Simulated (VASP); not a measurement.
# BAs (F-43m) in VASP: further runs

The runs below take BAs through single point, relaxation of cell and atoms, with LDA.

Program: VASP 6.6.1. These are calculated values, not measurements. Logs are shortened: lines on timing, memory, paths and dates and some standing lists are left out, and cuts for length are marked.

## Step 1: The cell of the first run

Symmetry: F-43m, No. 216, cubic system. The conventional cell has a = 4.733 Å, b = 4.733 Å, c = 4.733 Å, α = 90.00°, β = 90.00°, γ = 90.00°. B (site symmetry -43m) has 4 As at 2.05 Å within 2.7 Å. As (site symmetry -43m) has 4 B at 2.05 Å within 2.7 Å.

## Step 2: Single point, LDA

File INCAR:

```
SYSTEM = BAs
PREC = Accurate
ENCUT = 500
EDIFF = 1E-6
ISMEAR = 0
SIGMA = 0.01
LREAL = .False.
LASPH = .True.
NELM = 120
ALGO = Normal
ISIF = 2
LWAVE = .False.
LCHARG = .False.
NBANDS = 11
GGA_COMPAT = .False.
```

File KPOINTS:

```
regular mesh
0
Gamma
  6 6 6
  0 0 0
```

File POSCAR:

```
BAs
1.0
    0.0000000000      2.3663118535      2.3663118535
    2.3663118535      0.0000000000      2.3663118535
    2.3663118535      2.3663118535      0.0000000000
B As
1 1
Direct
    0.0000000000      0.0000000000      0.0000000000
    0.2500000000      0.2500000000      0.2500000000
```

Potentials or basis: VASP PAW LDA potentials, release 64 (B, As).

On the command line:

```bash
cat potpaw_LDA.64/B/POTCAR potpaw_LDA.64/As/POTCAR > POTCAR
mpirun -np 1 vasp_std > vasp.out
```

OUTCAR:

```text
SYSTEM = BAs
   PREC = Accurate
   ENCUT = 500
   EDIFF = 1E-6
   ISMEAR = 0
   LREAL = .False.
   LASPH = .True.
   NELM = 120
   ISIF = 2

 ion  position               nearest neighbor table
   1  0.000  0.000  0.000-   2 2.05   2 2.05   2 2.05   2 2.05
   2  0.250  0.250  0.250-   1 2.05   1 2.05   1 2.05   1 2.05

  LATTYP: Found a face centered cubic cell.
 ALAT       =     4.7326237070

  Lattice vectors:

 A1 = (   0.0000000000,   2.3663118535,   2.3663118535)
 A2 = (   2.3663118535,   0.0000000000,   2.3663118535)
 A3 = (   2.3663118535,   2.3663118535,   0.0000000000)

Analysis of symmetry for initial positions (statically):
=====================================================================
 Subroutine PRICEL returns:
 Original cell was already a primitive cell.

 Routine SETGRP: Setting up the symmetry group for a
 face centered cubic supercell.

 Subroutine GETGRP returns: Found 24 space group operations
 (whereof 24 operations were pure point group operations)
 out of a pool of 48 trial point group operations.

The static configuration has the point symmetry T_d .

Analysis of symmetry for dynamics (positions and initial velocities):
=====================================================================
 Subroutine PRICEL returns:
 Original cell was already a primitive cell.

 Routine SETGRP: Setting up the symmetry group for a
 face centered cubic supercell.

 Subroutine GETGRP returns: Found 24 space group operations
 (whereof 24 operations were pure point group operations)
 out of a pool of 48 trial point group operations.

The dynamic configuration has the point symmetry T_d .

 Subroutine INISYM returns: Found 24 space group operations
 (whereof 24 operations are pure point group operations),
 and found     1 'primitive' translations

----------------------------------------------------------------------------------------

                                     Primitive cell

  volume of cell :      26.5000

  direct lattice vectors                    reciprocal lattice vectors
     0.000000000  2.366311854  2.366311854    -0.211299284  0.211299284  0.211299284
     2.366311854  0.000000000  2.366311854     0.211299284 -0.211299284  0.211299284
     2.366311854  2.366311854  0.000000000     0.211299284  0.211299284 -0.211299284

  length of vectors
     3.346470316  3.346470316  3.346470316     0.365981095  0.365981095  0.365981095

  position of ions in fractional coordinates (direct lattice)
     0.000000000  0.000000000  0.000000000
     0.250000000  0.250000000  0.250000000

  ion indices of the primitive-cell ions
   primitive index   ion index
                 1           1
                 2           2

----------------------------------------------------------------------------------------

 KPOINTS: regular mesh

Automatic generation of k-mesh.
 Grid dimensions read from file:
 generate k-points for:    6    6    6

 Generating k-lattice:

  Cartesian coordinates                     Fractional coordinates (reciprocal lattice)
    -0.035216547  0.035216547  0.035216547     0.166666667  0.000000000  0.000000000
     0.035216547 -0.035216547  0.035216547     0.000000000  0.166666667  0.000000000
     0.035216547  0.035216547 -0.035216547     0.000000000  0.000000000  0.166666667

  Length of vectors
     0.060996849  0.060996849  0.060996849

  Shift w.r.t. Gamma in fractional coordinates (k-lattice)
     0.000000000  0.000000000  0.000000000

 Subroutine IBZKPT returns following result:
 ===========================================

 Found     16 irreducible k-points:

 Following reciprocal coordinates:
            Coordinates               Weight
  0.000000  0.000000  0.000000      1.000000
  0.166667  0.000000  0.000000      8.000000
  0.333333  0.000000  0.000000      8.000000
  0.500000  0.000000  0.000000      4.000000
  0.166667  0.166667  0.000000      6.000000
  0.333333  0.166667  0.000000     24.000000
[... 8 lines left out ...]
 -0.333333  0.333333  0.166667     24.000000
 -0.333333  0.500000  0.166667     12.000000
   k-points           NKPTS =     16   k-points in BZ     NKDIM =     16   number of bands    NBANDS=     11
   number of dos      NEDOS =    301   number of ions     NIONS =      2
   total plane-waves  NPLWV =  13824
   dimension x,y,z NGX =    24 NGY =   24 NGZ =   24
   dimension x,y,z NGXF=    48 NGYF=   48 NGZF=   48
   ions per type =               1   1
   NGX,Y,Z   is equivalent  to a cutoff of  11.92, 11.92, 11.92 a.u.
   NGXF,Y,Z  is equivalent  to a cutoff of  23.85, 23.85, 23.85 a.u.
 SYSTEM =  BAs
   PREC   = accura    normal or accurate (medium, high low for compatibility)
   ISTART =      0    job   : 0-new  1-cont  2-samecut
   ICHARG =      2    charge: 1-file 2-atom 10-const
   ISPIN  =      1    spin polarized calculation?
   LNONCOLLINEAR =      F non collinear calculations
   LSORBIT =      F    spin-orbit coupling
   LASPH  =      T    aspherical Exc in radial PAW
   ENCUT  =  500.0 eV  36.75 Ry    6.06 a.u.   6.10  6.10  6.10*2*pi/ulx,y,z
   NELM   =    120;   NELMIN=  2; NELMDL= -5     # of ELM steps
   EDIFF  = 0.1E-05   stopping-criterion for ELM
   LREAL  =      F    real-space projection
   EDIFFG = 0.1E-04   stopping-criterion for IOM
   NSW    =      0    number of steps for IOM
   IBRION =     -1    ionic relax: 0-MD 1-quasi-New 2-CG
   NFREE  =      0    steps in history (QN), initial steepest desc. (CG)
   ISIF   =      2    stress and relaxation
   ISYM   =      2    0-nonsym 1-usesym 2-fastsym
   POTIM  = 0.5000    time-step for ionic-motion
   TEBEG  =    0.0;   TEEND  =   0.0 temperature during run
   PSTRESS=    0.0 pullay stress
   NELECT =       8.0000    total number of electrons
   NUPDOWN=      -1.0000    fix difference up-down
   EMIN   =  10.00;   EMAX   =-10.00  energy-range for DOS
   EFERMI =   0.00;   METHOD = LEGACY
   ISMEAR =     0;   SIGMA  =   0.01  broadening in eV -4-tet -1-fermi 0-gaus
   EFERMI_NEDOS =   21; number of points for ismear=-14 and -15
   IALGO  =     38    algorithm
   IMIX   =      4    mixing-type and parameters
     AMIX     =   0.40;   BMIX     =  1.00
     AMIX_MAG =   1.60;   BMIX_MAG =  1.00
  volume/ion in A,a.u.               =      13.25        89.42
  Fermi-wavevector in a.u.,A,eV,Ry     =   1.098220  2.075336 16.409825  1.206088
  Thomas-Fermi vector in A             =   2.234594
   LORBIT       =      0    0 simple, 1 ext, 2 COOP (PROOUT), +10 PAW based schemes
   GGA     = CA    functional components
   LHFCALC =     F    Hartree Fock is set to
   AEXX    =    0.0000 exact exchange contribution
   IVDW    =     0    specifies the selected vdW correction
   LEPSILON=     F    determine dielectric tensor
   LRPA    =     F    only Hartree local field effects (RPA)
 non-spin polarized calculation
 Gauss-broadening in eV      SIGMA  =   0.01
  energy-cutoff  :      500.00
  volume of cell :       26.50
 maximum number of plane-waves:       692
   NGX = 13   NGY = 13   NGZ = 13

 number of electron       8.0000001 magnetization

 Free energy of the ion-electron system (eV)
  ---------------------------------------------------
  ext. energy  EPLUGINS =         0.00000000
  ---------------------------------------------------
  free energy    TOTEN  =       -12.90670899 eV

  energy without entropy =      -12.90670899  energy(sigma->0) =      -12.90670899

 E-fermi :   6.5946     XC(G=0): -10.8991

 val. band max:        6.4830373547   @ k =   0.0000   0.0000   0.0000
 cond. band min:       7.6840245966   @ k =   0.3333   0.3333   0.0000
 fundamental gap:      1.2009872418
 Fermi energy:         6.5946320617

 k-point     1 :       0.0000    0.0000    0.0000
  band No.  band energies     occupation
      1      -9.1528      2.00000
      2       6.4830      2.00000
      3       6.4830      2.00000
      4       6.4830      2.00000
      5       9.7659      0.00000
      6       9.7659      0.00000
      7       9.7659      0.00000
      8      11.5357      0.00000
      9      15.9768      0.00000
     10      19.6289      0.00000
     11      19.6289      0.00000

 k-point     2 :       0.1667    0.0000    0.0000
  band No.  band energies     occupation
      1      -8.6894      2.00000
      2       3.4896      2.00000
      3       5.7810      2.00000
      4       5.7810      2.00000
      5       9.8835      0.00000
      6      10.6730      0.00000
      7      10.6730      0.00000
      8      13.3444      0.00000
      9      17.4371      0.00000
     10      17.8444      0.00000
     11      17.8444      0.00000

 k-point     3 :       0.3333    0.0000    0.0000
  band No.  band energies     occupation
      1      -7.3897      2.00000
      2      -0.3731      2.00000
      3       4.9283      2.00000
      4       4.9283      2.00000
      5       9.4965      0.00000
      6      11.3276      0.00000
      7      11.3276      0.00000
      8      15.1389      0.00000
      9      17.9841      0.00000
     10      18.5997      0.00000
     11      18.5997      0.00000

 k-point     4 :       0.5000    0.0000    0.0000
  band No.  band energies     occupation
      1      -6.1925      2.00000
      2      -2.4827      2.00000
      3       4.6170      2.00000
      4       4.6170      2.00000
      5       9.3412      0.00000
      6      11.2630      0.00000
      7      11.2630      0.00000
      8      15.2275      0.00000
      9      19.1658      0.00000
     10      21.1796      0.00000
     11      21.1796      0.00000
[... 127 lines left out ...]
 k-point    14 :       0.5000    0.3333    0.1667
  band No.  band energies     occupation
      1      -6.2830      2.00000
      2      -0.3093      2.00000
      3       1.4637      2.00000
      4       3.1673      2.00000
      5      10.2447      0.00000
      6      11.6594      0.00000
      7      12.4344      0.00000
      8      15.6458      0.00000
      9      17.9698      0.00000
     10      20.3672      0.00000
     11      22.7151      0.00000

 k-point    15 :      -0.3333    0.3333    0.1667
  band No.  band energies     occupation
      1      -5.2217      2.00000
      2      -1.6448      2.00000
      3       0.9234      2.00000
      4       2.4894      2.00000
      5      10.7764      0.00000
      6      11.7808      0.00000
      7      13.9916      0.00000
      8      15.4933      0.00000
      9      16.7832      0.00000
     10      21.0596      0.00000
     11      22.9418      0.00000

 k-point    16 :      -0.3333    0.5000    0.1667
  band No.  band energies     occupation
      1      -4.7394      2.00000
      2      -1.7471      2.00000
      3       1.1600      2.00000
      4       1.3527      2.00000
      5      10.2301      0.00000
      6      10.4358      0.00000
      7      15.2607      0.00000
      8      15.4388      0.00000
      9      18.8644      0.00000
     10      22.3701      0.00000
     11      22.4275      0.00000

------------------------ aborting loop because EDIFF is reached ----------------------------------------

  FORCE on cell =-STRESS in cart. coord.  units (eV):
  Direction    XX          YY          ZZ          XY          YZ          ZX
  --------------------------------------------------------------------------------------
  -------------------------------------------------------------------------------------
  Total        0.1587285      0.1587285      0.1587285      0.0000000      0.0000000      0.0000000
  in kB        9.5966500      9.5966500      9.5966500      0.0000000      0.0000000      0.0000000
  external PRESSURE =       9.5966500 kB  Pullay stress =       0.0000000 kB

 VOLUME and BASIS-vectors are now :
 -----------------------------------------------------------------------------
  energy-cutoff  :      500.00
  volume of cell :       26.50
      direct lattice vectors                 reciprocal lattice vectors
     0.000000000  2.366311854  2.366311854    -0.211299284  0.211299284  0.211299284
     2.366311854  0.000000000  2.366311854     0.211299284 -0.211299284  0.211299284
     2.366311854  2.366311854  0.000000000     0.211299284  0.211299284 -0.211299284

 POSITION                                       TOTAL-FORCE (eV/Angst)
 -----------------------------------------------------------------------------------
      0.00000      0.00000      0.00000         0.000000     -0.000000      0.000000
      1.18316      1.18316      1.18316        -0.000000      0.000000     -0.000000
 -----------------------------------------------------------------------------------
    total drift:                                0.000000      0.000000      0.000000

  FREE ENERGIE OF THE ION-ELECTRON SYSTEM (eV)
  ---------------------------------------------------
  free  energy   TOTEN  =       -12.9067089895 eV

  energy  without entropy=      -12.9067089895  energy(sigma->0) =      -12.90670899
```

Run time: 5.5 s. Hardware: 1 thread of Intel Xeon 8259CL, shared host; peak memory 0.12 GiB.

What came out:

* Free energy: -12.9067 eV
* Pressure: 1.0 GPa
* Band gap on the k mesh: 1.20 eV (least direct gap 3.28 eV)

## Step 3: Relaxation of cell and atoms, LDA

This run uses another cell than the first one, of 13.65 Å³/atom.

File INCAR:

```
SYSTEM = BAs
PREC = Accurate
ENCUT = 500
EDIFF = 1E-7
ISMEAR = 0
SIGMA = 0.01
LREAL = .False.
LASPH = .True.
NELM = 120
ALGO = Normal
ISIF = 3
LWAVE = .False.
LCHARG = .False.
IBRION = 2
NSW = 80
EDIFFG = -0.002
GGA_COMPAT = .False.
NELMIN = 4
```

File KPOINTS:

```
Automatic mesh
0
Gamma
  6 6 6
  0 0 0
```

File POSCAR:

```
BAs
1.0
    0.0000000000      2.3900000000      2.3900000000
    2.3900000000      0.0000000000      2.3900000000
    2.3900000000      2.3900000000      0.0000000000
B As
1 1
Direct
    0.0000000000      0.0000000000      0.0000000000
    0.2500000000      0.2500000000      0.2500000000
```

Potentials or basis: VASP PAW LDA potentials, release 64 (B, As).

On the command line:

```bash
cat potpaw_LDA.64/B/POTCAR potpaw_LDA.64/As/POTCAR > POTCAR
mpirun -np 1 vasp_std > vasp.out
```

Wall time 18 s (1 thread of Intel Xeon 8259CL, shared host); peak memory 0.15 GiB.

Results (log left out):

* Free energy: -12.9074 eV
* Relaxed volume: 13.34 Å³/atom
* Relaxed cell: a = 3.354 Å, b = 3.354 Å, c = 3.354 Å, α = 60.00°, β = 60.00°, γ = 60.00°
* Space group after relaxing (to 0.1 Å): F-43m (No. 216)
* Energy gained by relaxing: 3.3 meV/atom
* Ionic steps: 3
* Pressure after relaxing: 0.0 GPa
* Band gap on the k mesh: 1.21 eV (least direct gap 3.27 eV)

Step by step:
| step | energy change (eV) | largest force (eV/Å) | pressure (GPa) | volume (Å³) |
| --- | --- | --- | --- | --- |
| 1 | 0.0000 | 0.0000 | -3.30 | 27.30 |
| 2 | -0.0028 | 0.0000 | 2.69 | 26.21 |
| 3 | -0.0067 | 0.0000 | -0.01 | 26.67 |

Final structure:
```yaml
crystal:
  lattice:
    - [0.00000, 2.37141, 2.37141]
    - [2.37141, 0.00000, 2.37141]
    - [2.37141, 2.37141, 0.00000]
  atoms:
    - { symbol: B, position: [0.00000, 0.00000, 0.00000] }
    - { symbol: As, position: [0.25000, 0.25000, 0.25000] }
```

Levels at points of the mesh, in eV from the valence-band top:
```csv
k point,band 2,band 3,band 4,band 5,band 6,band 7
"(0.00, 0.00, 0.00)",0.00,0.00,0.00,3.27,3.27,3.27
"(0.50, 0.00, 0.00)",-8.92,-1.85,-1.85,2.82,4.77,4.77
"(0.50, 0.50, 0.00)",-8.55,-4.17,-4.17,1.32,1.39,11.44
```

A k mesh can miss the band edges.
